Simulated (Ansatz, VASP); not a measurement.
**Hf in VASP and in Ansatz**

```
Hf
1.0
     4.86200    0.00000    0.00000
    -2.43100    4.21061    0.00000
     0.00000    0.00000    3.00634
Hf
3
Direct
  0.00000 0.00000 0.00000
  0.33333 0.66667 0.50000
  0.66667 0.33333 0.50000
```

Alike in both runs: task single point; functional r2SCAN; k mesh 6 × 6 × 6; occupations gaussian, width 0.1 eV; no spin polarisation.

|  | VASP | Ansatz |
| --- | --- | --- |
| version | VASP 6.6.1 | Ansatz 0.2.0 |
| potentials or method | VASP PAW PBE potentials, release 64 (Hf_pv), cutoff 520 eV | scalar-relativistic, plane waves, PAW |
| valence electrons in the cell | 30 | 78 |

Ansatz gave:

| Property | Result |
| --- | --- |
| gap on the k mesh at the Fermi level (eV) | none |
| pressure (GPa) | 9.4 |
| traceless stress, the component that is largest in VASP (GPa) | 1.77 |

Problem. What did VASP give for the same quantities?

Solution. gap on the k mesh at the Fermi level (eV): none; pressure (GPa): 8.9; traceless stress, the component that is largest in VASP (GPa): 1.70.

VASP's potentials were made for PBE, not for r2SCAN. A gap of «none» marks a metal or a gap that the smearing closes. VASP's potentials hold 30 valence electrons a cell and Ansatz's 78, so a difference there can come from the potentials and not from the codes.

Neither program's run includes spin-orbit coupling.
